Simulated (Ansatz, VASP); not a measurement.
**BP in VASP and in Ansatz**

Contents of INCAR:

```
PREC = Accurate
ENCUT = 520
EDIFF = 1E-7
ISMEAR = -1
SIGMA = 0.05
LREAL = False
LASPH = True
NELM = 100
ALGO = Normal
ISIF = 2
LWAVE = False
LCHARG = True
GGA = PE
LELF = True
LVHAR = True
NBANDS = 11
```

The input KPOINTS:

```
regular mesh
0
Gamma
  15 15 15
```

Contents of POSCAR:

```
BP
1.0
    0.0000000000      2.2690000000      2.2463100000
    2.2690000000      0.0000000000      2.2463100000
    2.2690000000      2.2690000000      0.0000000000
B P
1 1
Direct
    0.0000000000      0.0000000000      0.0000000000
    0.7500000000      0.7500000000      0.7500000000
```

Input for Ansatz:

```yaml
crystal:
  lattice:
    - [0.0, 2.269, 2.24631]
    - [2.269, 0.0, 2.24631]
    - [2.269, 2.269, 0.0]
  atoms:
    - { symbol: B, position: [0.0, 0.0, 0.0] }
    - { symbol: P, position: [0.75, 0.75, 0.75] }
kpoints:
  mp_grid: { grid: [15, 15, 15] }
  band_path:
    path:
      - [0.0, 0.0, 0.0]
      - [0.0, 0.5, 0.5]
      - [0.25, 0.75, 0.5]
      - [0.0, 0.5, 0.0]
      - [0.0, 0.0, 0.0]
      - [0.5, 0.5, 0.0]
      - [0.3775380063, 0.6224619937, 0.0]
      - [-0.3775380063, 0.3775380063, 0.0]
      - [0.0, 0.0, 0.0]
    npoints: 5
scf:
  occupations: { method: fermi_dirac, width: 0.05 }
hamiltonian:
  xc: pbe
  pseudopotentials: { kind: all_electron, lapw: { basis_error: 0.001 } }
output:
  forces: true
  stress: true
  eigenvalues: true
```

Change from the starting cell: zz strain of -1 %.

Alike in both runs: task single point; functional PBE; k mesh 15 × 15 × 15; occupations fermi-dirac, width 0.05 eV; no spin polarisation.

```csv
,VASP,Ansatz
version,VASP 6.6.1,Ansatz 0.2.0
potentials or method,"VASP PAW PBE potentials, release 64 (B, P), cutoff 520 eV","all-electron LAPW, scalar-relativistic"
```

|  | VASP | Ansatz | Ansatz less VASP |
| --- | --- | --- | --- |
| pressure (GPa) | 2.6 | 2.8 | +0.20 |
| traceless stress, the component that is largest in VASP (GPa) | 1.79 | 1.79 | -0.001 |

Ansatz ran all-electron here, and VASP with PAW potentials.
